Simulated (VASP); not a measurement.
# Be2ZnTe3 (P6_3mc) in VASP: single point with PBE

Aim: the single point of Be2ZnTe3 with PBE.

Everything below comes from runs of VASP 6.6.1. Logs are shortened: lines on timing, memory, paths and dates and some standing lists are left out, and cuts for length are marked.

## Step 1: The cell of the first run

The structure is hexagonal, space group P6_3mc (No. 186). The conventional cell has a = 4.110 Å, b = 4.110 Å, c = 20.424 Å, α = 90.00°, β = 90.00°, γ = 120.00°. Within 3.3 Å of Be (site symmetry 3m) lie 4 Te at 2.47 to 2.50 Å. Within 3.2 Å of Be (site symmetry 3m) lie 4 Te at 2.45 to 2.50 Å. Within 3.4 Å of Zn (site symmetry 3m) lie 4 Te at 2.60 to 2.65 Å. Te (site symmetry 3m) has 4 Be at 2.47 to 2.50 Å within 3.3 Å. Within 3.3 Å of Te (site symmetry 3m) lie 3 Be at 2.50 Å and 1 Zn at 2.65 Å. Within 3.2 Å of Te (site symmetry 3m) lie 1 Be at 2.45 Å and 3 Zn at 2.60 Å.

## Step 2: Single point, PBE

The input, INCAR:

```
SYSTEM = Be2ZnTe3
  PREC = Accurate
  ENCUT = 520
  EDIFF = 1E-6
  ISMEAR = 0
  SIGMA = 0.02
  LREAL = .False.
  LASPH = .True.
  NELM = 80
  ALGO = Normal
  ISIF = 2
  LWAVE = .False.
  LCHARG = .True.
  GGA = PE
  LELF = .True.
  LVHAR = .True.
  NBANDS = 46
```

The input, KPOINTS:

```
Automatic mesh
0
Gamma
  12 12 2
  0 0 0
```

The input, POSCAR:

```
Be2ZnTe3
1.0
    4.1098727705      0.0000000000      0.0000000000
   -2.0549363852      3.5592542256      0.0000000000
    0.0000000000      0.0000000000     20.4235883000
Be Zn Te
4 2 6
Direct
    0.6666666667      0.3333333333      0.1702870000
    0.6666666667      0.3333333333      0.8298830000
    0.3333333333      0.6666666667      0.3298830000
    0.3333333333      0.6666666667      0.6702870000
    0.6666666667      0.3333333333      0.5019910000
    0.3333333333      0.6666666667      0.0019910000
    0.6666666667      0.3333333333      0.2911430000
    0.6666666667      0.3333333333      0.6317960000
    0.6666666667      0.3333333333      0.9499010000
    0.3333333333      0.6666666667      0.1317960000
    0.3333333333      0.6666666667      0.4499010000
    0.3333333333      0.6666666667      0.7911430000
```

Potentials or basis: VASP PAW PBE potentials, release 64 (Be, Zn, Te).

Command:

```console
$ cat potpaw_PBE.64/Be/POTCAR potpaw_PBE.64/Zn/POTCAR potpaw_PBE.64/Te/POTCAR > POTCAR
$ mpirun -np 1 vasp_std > vasp.out
```

OUTCAR:

```text
SYSTEM = Be2ZnTe3
   PREC = Accurate
   ENCUT = 520
   EDIFF = 1E-6
   ISMEAR = 0
   LREAL = .False.
   LASPH = .True.
   NELM = 80
   ISIF = 2
   GGA = PE

 ion  position               nearest neighbor table
   1  0.667  0.333  0.170-   7 2.47  10 2.50  10 2.50  10 2.50
   2  0.667  0.333  0.830-   9 2.45  12 2.50  12 2.50  12 2.50
   3  0.333  0.667  0.330-  11 2.45   7 2.50   7 2.50   7 2.50
   4  0.333  0.667  0.670-  12 2.47   8 2.50   8 2.50   8 2.50
   5  0.667  0.333  0.502-  11 2.60  11 2.60  11 2.60   8 2.65
   6  0.333  0.667  0.002-   9 2.60   9 2.60   9 2.60  10 2.65
   7  0.667  0.333  0.291-   1 2.47   3 2.50   3 2.50   3 2.50
   8  0.667  0.333  0.632-   4 2.50   4 2.50   4 2.50   5 2.65
   9  0.667  0.333  0.950-   2 2.45   6 2.60   6 2.60   6 2.60
  10  0.333  0.667  0.132-   1 2.50   1 2.50   1 2.50   6 2.65
  11  0.333  0.667  0.450-   3 2.45   5 2.60   5 2.60   5 2.60
  12  0.333  0.667  0.791-   4 2.47   2 2.50   2 2.50   2 2.50

  LATTYP: Found a hexagonal cell.
 ALAT       =     4.1098727705
 C/A-ratio  =     4.9693967284

  Lattice vectors:

 A1 = (   4.1098727705,   0.0000000000,   0.0000000000)
 A2 = (  -2.0549363852,   3.5592542256,   0.0000000000)
 A3 = (   0.0000000000,   0.0000000000,  20.4235883000)

Analysis of symmetry for initial positions (statically):
=====================================================================
 Subroutine PRICEL returns:
 Original cell was already a primitive cell.

 Routine SETGRP: Setting up the symmetry group for a
 hexagonal supercell.

 Subroutine GETGRP returns: Found 12 space group operations
 (whereof  6 operations were pure point group operations)
 out of a pool of 24 trial point group operations.

The static configuration has the point symmetry C_3v.
 The point group associated with its full space group is C_6v.

Analysis of symmetry for dynamics (positions and initial velocities):
=====================================================================
 Subroutine PRICEL returns:
 Original cell was already a primitive cell.

 Routine SETGRP: Setting up the symmetry group for a
 hexagonal supercell.

 Subroutine GETGRP returns: Found 12 space group operations
 (whereof  6 operations were pure point group operations)
 out of a pool of 24 trial point group operations.

The dynamic configuration has the point symmetry C_3v.
[... 129 lines left out ...]
   TEBEG  =    0.0;   TEEND  =   0.0 temperature during run
   PSTRESS=    0.0 pullay stress
   NELECT =      68.0000    total number of electrons
   NUPDOWN=      -1.0000    fix difference up-down
   EMIN   =  10.00;   EMAX   =-10.00  energy-range for DOS
   EFERMI =   0.00;   METHOD = LEGACY
   ISMEAR =     0;   SIGMA  =   0.02  broadening in eV -4-tet -1-fermi 0-gaus
   EFERMI_NEDOS =   21; number of points for ismear=-14 and -15
   IALGO  =     38    algorithm
   IMIX   =      4    mixing-type and parameters
     AMIX     =   0.40;   BMIX     =  1.00
     AMIX_MAG =   1.60;   BMIX_MAG =  1.00
  volume/ion in A,a.u.               =      24.90       168.01
  Fermi-wavevector in a.u.,A,eV,Ry     =   0.999550  1.888876 13.593592  0.999101
  Thomas-Fermi vector in A             =   2.131848
   LORBIT       =      0    0 simple, 1 ext, 2 COOP (PROOUT), +10 PAW based schemes
   GGA     = PE    functional components
   LHFCALC =     F    Hartree Fock is set to
   AEXX    =    0.0000 exact exchange contribution
   IVDW    =     0    specifies the selected vdW correction
   LEPSILON=     F    determine dielectric tensor
   LRPA    =     F    only Hartree local field effects (RPA)
 non-spin polarized calculation
 Gauss-broadening in eV      SIGMA  =   0.02
  energy-cutoff  :      520.00
  volume of cell :      298.76
 maximum number of plane-waves:      8140
 NGX is ok and might be reduce to    32
   NGX = 15   NGY = 15   NGZ = 75

 number of electron      67.9999993 magnetization

 Free energy of the ion-electron system (eV)
  ---------------------------------------------------
  ext. energy  EPLUGINS =         0.00000000
  ---------------------------------------------------
  free energy    TOTEN  =       -40.43770503 eV

  energy without entropy =      -40.43770503  energy(sigma->0) =      -40.43770503

 E-fermi :   4.5639     XC(G=0):  -8.9323

 val. band max:        4.4216568441   @ k =   0.0000   0.0000   0.0000
 cond. band min:       6.0808301719   @ k =   0.5000   0.0000   0.0000
 fundamental gap:      1.6591733278
 Fermi energy:         4.5638743906

 k-point     1 :       0.0000    0.0000    0.0000
  band No.  band energies     occupation
      1      -7.8295      2.00000
      2      -7.6623      2.00000
      3      -7.5444      2.00000
      4      -7.1435      2.00000
      5      -6.9608      2.00000
      6      -6.6993      2.00000
[... 1165 lines left out ...]
     45       9.0327      0.00000
     46       9.0327      0.00000

 [... further k-points ...]

------------------------ aborting loop because EDIFF is reached ----------------------------------------

  FORCE on cell =-STRESS in cart. coord.  units (eV):
  Direction    XX          YY          ZZ          XY          YZ          ZX
  --------------------------------------------------------------------------------------
  -------------------------------------------------------------------------------------
  Total        0.2156827      0.2156827      0.2636252      0.0000000     -0.0000000      0.0000000
  in kB        1.1566619      1.1566619      1.4137678      0.0000000     -0.0000000      0.0000000
  external PRESSURE =       1.2423639 kB  Pullay stress =       0.0000000 kB

 VOLUME and BASIS-vectors are now :
 -----------------------------------------------------------------------------
  energy-cutoff  :      520.00
  volume of cell :      298.76
      direct lattice vectors                 reciprocal lattice vectors
     4.109872770  0.000000000  0.000000000     0.243316535  0.140478867  0.000000000
    -2.054936385  3.559254226  0.000000000     0.000000000  0.280957733  0.000000000
     0.000000000  0.000000000 20.423588300     0.000000000  0.000000000  0.048962992

 POSITION                                       TOTAL-FORCE (eV/Angst)
 -----------------------------------------------------------------------------------
      2.05494      1.18642      3.47787         0.000000      0.000000     -0.002281
      2.05494      1.18642     16.94919         0.000000      0.000000     -0.000854
     -0.00000      2.37284      6.73739         0.000000      0.000000     -0.000854
     -0.00000      2.37284     13.68967         0.000000      0.000000     -0.002281
      2.05494      1.18642     10.25246        -0.000000     -0.000000      0.002970
     -0.00000      2.37284      0.04066         0.000000      0.000000      0.002970
      2.05494      1.18642      5.94618         0.000000      0.000000     -0.001013
      2.05494      1.18642     12.90354         0.000000      0.000000     -0.000518
      2.05494      1.18642     19.40039        -0.000000      0.000000      0.001695
     -0.00000      2.37284      2.69175         0.000000      0.000000     -0.000518
     -0.00000      2.37284      9.18859         0.000000      0.000000      0.001695
     -0.00000      2.37284     16.15798         0.000000      0.000000     -0.001013
 -----------------------------------------------------------------------------------
    total drift:                               -0.000000      0.000000      0.001679

  FREE ENERGIE OF THE ION-ELECTRON SYSTEM (eV)
  ---------------------------------------------------
  free  energy   TOTEN  =       -40.4377050293 eV

  energy  without entropy=      -40.4377050293  energy(sigma->0) =      -40.43770503
```

stdout:

```text
POSCAR found type information on POSCAR BeZnTe
 POSCAR found :  3 types and      12 ions
 scaLAPACK will be used
 LDA part: xc-table for (Slater+PW92), standard interpolation
 POSCAR, INCAR and KPOINTS ok, starting setup
 FFT: planning ... GRIDC
 FFT: planning ... GRID_SOFT
 FFT: planning ... GRID
 WAVECAR not read
 entering main loop
```

It took 9.1 min on 1 thread of Intel Xeon Platinum 8259CL at 2.50GHz (Skylake/Cascade Lake), shared host; peak memory 0.7 GiB.

What came out:

```
Free energy            : -40.4377 eV
Pressure               : 0.1 GPa
Band gap on the k mesh : 1.66 eV (least direct gap 2.09 eV)
```

Forces in eV/Å, atoms in the order of the input:
```
Be   0.000  0.000 -0.002
Be   0.000  0.000 -0.001
Be   0.000  0.000 -0.001
Be   0.000  0.000 -0.002
Zn   0.000  0.000  0.003
Zn   0.000  0.000  0.003
Te   0.000  0.000 -0.001
Te   0.000  0.000 -0.001
Te   0.000  0.000  0.002
Te   0.000  0.000 -0.001
Te   0.000  0.000  0.002
Te   0.000  0.000 -0.001
```

Caveat: spin-orbit coupling is left out, which moves the levels of the heavy elements.
